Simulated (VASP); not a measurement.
Wanted: the native input for a VASP 6.6.1 run.

| Quantity | Value |
| --- | --- |
| Task | single point |
| Functional | PBEsol |
| Potentials or basis | VASP PAW PBE potentials, release 64 (Pd) |
| Cutoff | 520 eV |
| k mesh | 6 × 6 × 4 |
| Occupations | gaussian, width 0.1 eV |
| Spin | no spin polarisation |
| Dipole correction | no |
| Further INCAR settings | ALGO = Normal; EDIFF = 1e-06; NBANDS = 17 |

The structure of Pd lies in POSCAR:

```
Pd
1.0
    2.7857516016      0.0000000000      0.0000000000
   -1.3928758008      2.4125316556      0.0000000000
    0.0000000000      0.0000000000      4.5579119967
Pd
2
Direct
    0.3333333333      0.6666666667      0.2500000000
    0.6666666667      0.3333333333      0.7500000000
```

One way to write it, as run:

INCAR

```
PREC = Accurate
ENCUT = 520
EDIFF = 1E-6
ISMEAR = 0
SIGMA = 0.1
LREAL = F
LASPH = T
NELM = 60
ALGO = Normal
ISIF = 2
LWAVE = F
LCHARG = F
GGA = PS
NBANDS = 17
```

KPOINTS

```
regular mesh
0
Gamma
  6 6 4
```

Potentials or basis: VASP PAW PBE potentials, release 64 (Pd).

The run is started by

```console
$ cat potpaw_PBE.64/Pd/POTCAR > POTCAR
$ mpirun -np 1 vasp_std > vasp.out
```

Results of the run:

The pressure is -9.1 GPa. The band gap on the k mesh is zero (band 10 reaches 9.12 eV, above the bottom of band 11 at 8.30 eV).

Caveat: the k points lie up to 0.43 Å⁻¹ apart; the PAW data sets were made with another functional, which shifts forces and pressure a little.

It took 6.4 s on 1 thread of Intel Xeon 6975P-C (shared host), peak memory 0.15 GiB.
